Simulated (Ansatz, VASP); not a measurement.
HfO2 in VASP and in Ansatz

```
Hf O
1.0
    -0.02558    2.54471    2.54471
     2.54471   -0.02558    2.54471
     2.54471    2.54471   -0.02558
Hf O
1 2
Direct
  0.00000 0.00000 0.00000
  0.25000 0.25000 0.25000
  0.75000 0.75000 0.75000
```

Change from the starting cell: equal xy, yz and zx shear strains of -1 %.

Alike in both runs: task single point; functional LDA; k mesh 8 × 8 × 8; occupations fermi-dirac, width 0.01 eV; no spin polarisation.

```csv
,VASP,Ansatz
version,VASP 6.6.1,Ansatz 0.2.0
potentials or method,"VASP PAW LDA potentials, release 64 (Hf_pv, O), cutoff 600 eV","all-electron LAPW, scalar-relativistic"
```

VASP gave:

```
gap on the k mesh at the Fermi level (eV)                     : 3.53
pressure (GPa)                                                : -19.5
traceless stress, the component that is largest in VASP (GPa) : 0.75
rms of the force components (eV/Å)                            : 0.040
```

**Question.** What did Ansatz give for the same quantities?

**Answer.** gap on the k mesh at the Fermi level (eV): 3.50; pressure (GPa): -16.4; traceless stress, the component that is largest in VASP (GPa): 0.79; rms of the force components (eV/Å): 0.045.

LDA's correlation is that of Perdew and Zunger in VASP and of Perdew and Wang (1992) in Ansatz. Atom by atom the forces differ by 0.004 eV/Å (rms over components). Ansatz ran all-electron here, and VASP with PAW potentials.

Neither program's run includes spin-orbit coupling.
